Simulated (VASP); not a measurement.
# H13ClO6 in VASP: further runs, part 2 of 2

VASP 6.6.1.

### 4 Single point, PBE

INCAR reads:

```
SYSTEM = H13ClO6
PREC = Accurate
ENCUT = 520
EDIFF = 1E-6
ISMEAR = -1
SIGMA = 0.05
LREAL = Auto
LASPH = .True.
NELM = 80
ALGO = Normal
ISIF = 2
LWAVE = .False.
LCHARG = .False.
GGA = PE
NBANDS = 44
```

KPOINTS reads:

```
Automatic mesh
0
Gamma
  1 1 1
  0 0 0
```

POSCAR reads:

```
H13ClO6
1.0
    6.1357920000      0.0000000000      0.0000000000
    0.0000000000      6.1357920000      0.0000000000
    0.0000000000      0.0000000000      6.1357920000
O H Cl
6 13 1
Direct
    0.3470130669      0.5357254614      0.7354877740
    0.0292056836      0.0191662299      0.8348066558
    1.0043039269      0.7624117636      0.1465662461
    0.4457778230      0.2419899501      0.9853984620
    0.3112067684      0.9779340630      0.3776692561
    0.6410419388      1.0994179724      0.6270584140
    0.4633957605      0.5233391223      0.6234240013
    0.1965679410      0.4855281926      0.6754629231
    0.0782621054      0.1256398522      0.7258883613
   -0.1313603851      0.0111151095      0.8068884995
    1.0642146931      0.7399207796      0.0138368445
    0.9808187761      0.6267650533      0.2294080373
    0.3878553901      0.3705634089      0.9043820260
    0.5532293142      0.1808568478      0.8560264103
    0.2929695140      1.1504790254     -0.0387725008
    0.2155222993      0.8661473531      0.3008576562
    0.5102519773      1.0299729847      0.5644096149
    0.7705117775      1.1602577141      0.5210737261
    1.2219938355      0.1209134860      0.3832431086
    0.9899455523      0.3741000347      0.4292029456
```

Potentials or basis: VASP PAW PBE potentials, release 64 (O, H, Cl).

On the command line:

```bash
> cat potpaw_PBE.64/O/POTCAR potpaw_PBE.64/H/POTCAR potpaw_PBE.64/Cl/POTCAR > POTCAR
> mpirun -np 1 vasp_gam > vasp.out
```

OUTCAR:

```text
SYSTEM = H13ClO6
   PREC = Accurate
   ENCUT = 520
   EDIFF = 1E-6
   ISMEAR = -1
   LREAL = Auto
   LASPH = .True.
   NELM = 80
   ISIF = 2
   GGA = PE

 ion  position               nearest neighbor table
   1  0.347  0.536  0.735-   7 0.99   8 1.04
   2  0.029  0.019  0.835-   9 0.98  10 1.00
   3  0.004  0.762  0.147-  11 0.90  12 0.99
   4  0.446  0.242  0.985-  13 1.00  14 1.10  15 1.10
   5  0.311  0.978  0.378-  16 1.02  19 1.03
   6  0.641  0.099  0.627-  17 0.99  18 1.09
   7  0.463  0.523  0.623-   1 0.99
   8  0.197  0.486  0.675-   1 1.04
   9  0.078  0.126  0.726-   2 0.98
  10  0.869  0.011  0.807-   2 1.00
  11  0.064  0.740  0.014-   3 0.90
  12  0.981  0.627  0.229-   3 0.99
  13  0.388  0.371  0.904-   4 1.00
  14  0.553  0.181  0.856-   4 1.10
  15  0.293  0.150  0.961-   4 1.10
  16  0.216  0.866  0.301-   5 1.02
  17  0.510  0.030  0.564-   6 0.99
  18  0.771  0.160  0.521-   6 1.09
  19  0.222  0.121  0.383-   5 1.03
  20  0.990  0.374  0.429-

  LATTYP: Found a simple cubic cell.
 ALAT       =     6.1357920000

  Lattice vectors:

 A1 = (   6.1357920000,   0.0000000000,   0.0000000000)
 A2 = (   0.0000000000,   6.1357920000,   0.0000000000)
 A3 = (   0.0000000000,   0.0000000000,   6.1357920000)

Analysis of symmetry for initial positions (statically):
=====================================================================
 Subroutine PRICEL returns:
 Original cell was already a primitive cell.

 Routine SETGRP: Setting up the symmetry group for a
 simple cubic supercell.

 Subroutine GETGRP returns: Found  1 space group operations
 (whereof  1 operations were pure point group operations)
 out of a pool of 48 trial point group operations.

The static configuration has the point symmetry C_1 .

Analysis of symmetry for dynamics (positions and initial velocities):
=====================================================================
 Subroutine PRICEL returns:
 Original cell was already a primitive cell.

 Routine SETGRP: Setting up the symmetry group for a
 simple cubic supercell.

 Subroutine GETGRP returns: Found  1 space group operations
 (whereof  1 operations were pure point group operations)
 out of a pool of 48 trial point group operations.

The dynamic configuration has the point symmetry C_1 .

 Subroutine INISYM returns: Found  1 space group operations
 (whereof  1 operations are pure point group operations),
 and found     1 'primitive' translations

----------------------------------------------------------------------------------------

                                     Primitive cell

  volume of cell :     231.0000

  direct lattice vectors                    reciprocal lattice vectors
     6.135792000  0.000000000  0.000000000     0.162978145  0.000000000  0.000000000
     0.000000000  6.135792000  0.000000000     0.000000000  0.162978145  0.000000000
     0.000000000  0.000000000  6.135792000     0.000000000  0.000000000  0.162978145

  length of vectors
     6.135792000  6.135792000  6.135792000     0.162978145  0.162978145  0.162978145

  position of ions in fractional coordinates (direct lattice)
     0.347013067  0.535725461  0.735487774
     0.029205684  0.019166230  0.834806656
     0.004303927  0.762411764  0.146566246
     0.445777823  0.241989950  0.985398462
     0.311206768  0.977934063  0.377669256
     0.641041939  0.099417972  0.627058414
[... 12 lines left out ...]
     0.221993836  0.120913486  0.383243109
     0.989945552  0.374100035  0.429202946

  ion indices of the primitive-cell ions
   primitive index   ion index
                 1           1
                 2           2
                 3           3
                 4           4
                 5           5
                 6           6
[... 12 lines left out ...]
                19          19
                20          20

----------------------------------------------------------------------------------------

 KPOINTS: Automatic mesh

Automatic generation of k-mesh.
 Grid dimensions read from file:
 generate k-points for:    1    1    1

 Generating k-lattice:

  Cartesian coordinates                     Fractional coordinates (reciprocal lattice)
     0.162978145  0.000000000  0.000000000     1.000000000  0.000000000  0.000000000
     0.000000000  0.162978145  0.000000000     0.000000000  1.000000000  0.000000000
     0.000000000  0.000000000  0.162978145     0.000000000  0.000000000  1.000000000

  Length of vectors
     0.162978145  0.162978145  0.162978145

  Shift w.r.t. Gamma in fractional coordinates (k-lattice)
     0.000000000  0.000000000  0.000000000

 Subroutine IBZKPT returns following result:
 ===========================================

 Found      1 irreducible k-points:

 Following reciprocal coordinates:
            Coordinates               Weight
  0.000000  0.000000  0.000000      1.000000
   k-points           NKPTS =      1   k-points in BZ     NKDIM =      1   number of bands    NBANDS=     44
   number of dos      NEDOS =    301   number of ions     NIONS =     20
   total plane-waves  NPLWV = 110592
   dimension x,y,z NGX =    48 NGY =   48 NGZ =   48
   dimension x,y,z NGXF=    96 NGYF=   96 NGZF=   96
   ions per type =               6  13   1
   NGX,Y,Z   is equivalent  to a cutoff of  13.01, 13.01, 13.01 a.u.
   NGXF,Y,Z  is equivalent  to a cutoff of  26.01, 26.01, 26.01 a.u.
 SYSTEM =  H13ClO6
   PREC   = accura    normal or accurate (medium, high low for compatibility)
   ISTART =      0    job   : 0-new  1-cont  2-samecut
   ICHARG =      2    charge: 1-file 2-atom 10-const
   ISPIN  =      1    spin polarized calculation?
   LNONCOLLINEAR =      F non collinear calculations
   LSORBIT =      F    spin-orbit coupling
   LASPH  =      T    aspherical Exc in radial PAW
   ENCUT  =  520.0 eV  38.22 Ry    6.18 a.u.  11.41 11.41 11.41*2*pi/ulx,y,z
   NELM   =     80;   NELMIN=  2; NELMDL= -5     # of ELM steps
   EDIFF  = 0.1E-05   stopping-criterion for ELM
   LREAL  =      T    real-space projection
   EDIFFG = 0.1E-04   stopping-criterion for IOM
   NSW    =      0    number of steps for IOM
   IBRION =     -1    ionic relax: 0-MD 1-quasi-New 2-CG
   NFREE  =      0    steps in history (QN), initial steepest desc. (CG)
   ISIF   =      2    stress and relaxation
   ISYM   =      2    0-nonsym 1-usesym 2-fastsym
   POTIM  = 0.5000    time-step for ionic-motion
   TEBEG  =    0.0;   TEEND  =   0.0 temperature during run
   PSTRESS=    0.0 pullay stress
   NELECT =      56.0000    total number of electrons
   NUPDOWN=      -1.0000    fix difference up-down
   EMIN   =  10.00;   EMAX   =-10.00  energy-range for DOS
   EFERMI =   0.00;   METHOD = LEGACY
   ISMEAR =    -1;   SIGMA  =   0.05  broadening in eV -4-tet -1-fermi 0-gaus
   EFERMI_NEDOS =   21; number of points for ismear=-14 and -15
   IALGO  =     38    algorithm
   IMIX   =      4    mixing-type and parameters
     AMIX     =   0.40;   BMIX     =  1.00
     AMIX_MAG =   1.60;   BMIX_MAG =  1.00
  volume/ion in A,a.u.               =      11.55        77.94
  Fermi-wavevector in a.u.,A,eV,Ry     =   1.020783  1.929001 14.177250  1.041998
  Thomas-Fermi vector in A             =   2.154372
   LORBIT       =      0    0 simple, 1 ext, 2 COOP (PROOUT), +10 PAW based schemes
   GGA     = PE    functional components
   LHFCALC =     F    Hartree Fock is set to
   AEXX    =    0.0000 exact exchange contribution
   IVDW    =     0    specifies the selected vdW correction
   LEPSILON=     F    determine dielectric tensor
   LRPA    =     F    only Hartree local field effects (RPA)
 non-spin polarized calculation
  energy-cutoff  :      520.00
  volume of cell :      231.00
 maximum number of plane-waves:      3118
 NGX is ok and might be reduce to    48
   NGX = 23   NGY = 23   NGZ = 23

 number of electron      56.0000000 magnetization

 Free energy of the ion-electron system (eV)
  ---------------------------------------------------
  ext. energy  EPLUGINS =         0.00000000
  ---------------------------------------------------
  free energy    TOTEN  =       -92.61665801 eV

  energy without entropy =      -92.61665801  energy(sigma->0) =      -92.61665801

 E-fermi :  -1.9328     XC(G=0):  -6.6028

 val. band max:       -3.1905535751   @ k =   0.0000   0.0000   0.0000
 cond. band min:       1.0354808054   @ k =   0.0000   0.0000   0.0000
 fundamental gap:      4.2260343805
 Fermi energy:        -1.9327515844

 k-point     1 :       0.0000    0.0000    0.0000
  band No.  band energies     occupation
      1     -24.4153      2.00000
      2     -22.3537      2.00000
      3     -22.1396      2.00000
      4     -21.7878      2.00000
      5     -21.5314      2.00000
      6     -20.6115      2.00000
[... 32 lines left out ...]
     39       6.9770      0.00000
     40       7.4225      0.00000
 [bands above 40 left out]

------------------------ aborting loop because EDIFF is reached ----------------------------------------

  FORCE on cell =-STRESS in cart. coord.  units (eV):
  Direction    XX          YY          ZZ          XY          YZ          ZX
  --------------------------------------------------------------------------------------
  -------------------------------------------------------------------------------------
  Total       -7.5622305      1.7168280      3.5987366     -3.2465984     -3.3239992      0.9429711
  in kB      -52.4503761     11.9076340     24.9602399    -22.5178679    -23.0547067      6.5402908
  external PRESSURE =      -5.1941674 kB  Pullay stress =       0.0000000 kB

 VOLUME and BASIS-vectors are now :
 -----------------------------------------------------------------------------
  energy-cutoff  :      520.00
  volume of cell :      231.00
      direct lattice vectors                 reciprocal lattice vectors
     6.135792000  0.000000000  0.000000000     0.162978145  0.000000000  0.000000000
     0.000000000  6.135792000  0.000000000     0.000000000  0.162978145  0.000000000
     0.000000000  0.000000000  6.135792000     0.000000000  0.000000000  0.162978145

 POSITION                                       TOTAL-FORCE (eV/Angst)
 -----------------------------------------------------------------------------------
      2.12920      3.28710      4.51280        -0.958630     -0.103163     -0.306967
      0.17920      0.11760      5.12220         0.261097      0.821701     -0.374005
      0.02641      4.67800      0.89930        -1.762679      0.603610      4.441868
      2.73520      1.48480      6.04620        -1.733516     -3.485643     -0.722244
      1.90950      6.00040      2.31730        -0.887365      1.014420      0.045735
      3.93330      0.61001      3.84750         1.859831      0.958414      0.612901
[... 12 lines left out ...]
      1.36211      0.74190      2.35150         0.696229     -1.798033     -0.317827
      6.07410      2.29540      2.63350        -0.100177     -0.420916      0.474701
 -----------------------------------------------------------------------------------
    total drift:                               -0.002121      0.008756     -0.007696

  FREE ENERGIE OF THE ION-ELECTRON SYSTEM (eV)
  ---------------------------------------------------
  free  energy   TOTEN  =       -92.6166580142 eV

  energy  without entropy=      -92.6166580142  energy(sigma->0) =      -92.61665801
```

It took 11 s on 1 thread of AMD EPYC 9R45 (Zen 5), shared host; peak memory 0.26 GiB.

What came out:

| Quantity | Value |
| --- | --- |
| Free energy | -92.6167 eV |
| Pressure | -0.5 GPa |
| Largest force | 4.817 eV/Å |

Forces on the atoms (eV/Å):
```
O   -0.959 -0.103 -0.307
O    0.261  0.822 -0.374
O   -1.763  0.604  4.442
O   -1.734 -3.486 -0.722
O   -0.887  1.014  0.046
O    1.860  0.958  0.613
H   -1.043 -0.028  0.308
H    1.654  0.693 -0.484
H   -0.415 -0.481 -0.272
H    0.728  0.069  0.159
H    1.643 -0.777 -3.815
H    0.116  0.004 -0.479
H    0.242  2.129 -0.853
H   -0.589  0.118  0.362
H    2.371  0.557  1.010
H    0.113  0.945  0.417
H    0.044 -0.283 -1.339
H   -2.240 -0.536  1.131
H    0.696 -1.798 -0.318
Cl  -0.100 -0.421  0.475
```

Caveat: the k points lie up to 1.02 Å⁻¹ apart, too coarse for converged energies, forces and pressures; the atoms stand as in a frame of molecular dynamics.

### 5 Summary

| cell | pressure (GPa) | largest force (eV/Å) |
| --- | --- | --- |
| as given, atomic positions A | 0.3 | 4.33 |
| as given, atomic positions B | 1.4 | 4.99 |
| as given, atomic positions C | -0.5 | 4.82 |

Alike in all rows: task single point; level PBE; potentials or basis VASP PAW PBE potentials, release 64 (O, H, Cl); no spin polarisation; k mesh 1 × 1 × 1; cutoff (eV) 520; smearing fermi-dirac 0.05 eV.

Caveats: all runs use coarse meshes; the atoms stand as in a frame of molecular dynamics.

Total energies depend on the potentials used, so only differences within one code and one set of settings carry meaning.
